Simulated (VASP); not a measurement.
The system is Mg2I.

```xyz
3
Lattice="0.0000 3.8826 3.8826 3.8826 0.0000 3.8826 3.8826 3.8826 0.0000" Properties=species:S:1:pos:R:3 pbc="T T T"
Mg    1.9413    1.9413    1.9413
Mg    5.8238    5.8238    5.8238
I     0.0000    0.0000    0.0000
```

- Program: VASP 6.6.1
- Task: relaxation of cell and atoms
- Functional: PBE
- Potentials or basis: VASP PAW PBE potentials, release 64 (Mg, I)
- Cutoff: 600 eV
- k mesh: 10 × 10 × 10
- Occupations: gaussian, width 0.1 eV
- Spin: no spin polarisation

At the start: pressure -0.5 GPa; volume 39.02 Å³/atom.

Question: How do energy, volume and symmetry change on relaxing?

Answer: Over 4 steps the energy falls by 2.9 meV/atom and the volume is 37.16 Å³/atom (-4.8 %); space group Fm-3m (No. 225, to 0.1 Å) before and after.

The path:
```
step  energy change (eV)  largest force (eV/Å)  pressure (GPa)  volume (Å³)
   1              0.0000                0.0000           -0.46       117.05
   2             -0.0046                0.0000           -0.33       115.16
   3             -0.0079                0.0000            0.16       109.77
   4             -0.0087                0.0000           -0.02       111.49
```

Final structure:
```
Mg I
1.0
     0.00000    3.82004    3.82004
     3.82004    0.00000    3.82004
     3.82004    3.82004    0.00000
Mg I
2 1
Direct
  0.25000 0.25000 0.25000
  0.75000 0.75000 0.75000
  0.00000 0.00000 0.00000
```

Caveat: an odd number of electrons without spin polarisation forces a metal; a magnetic or distorted state may lie lower.
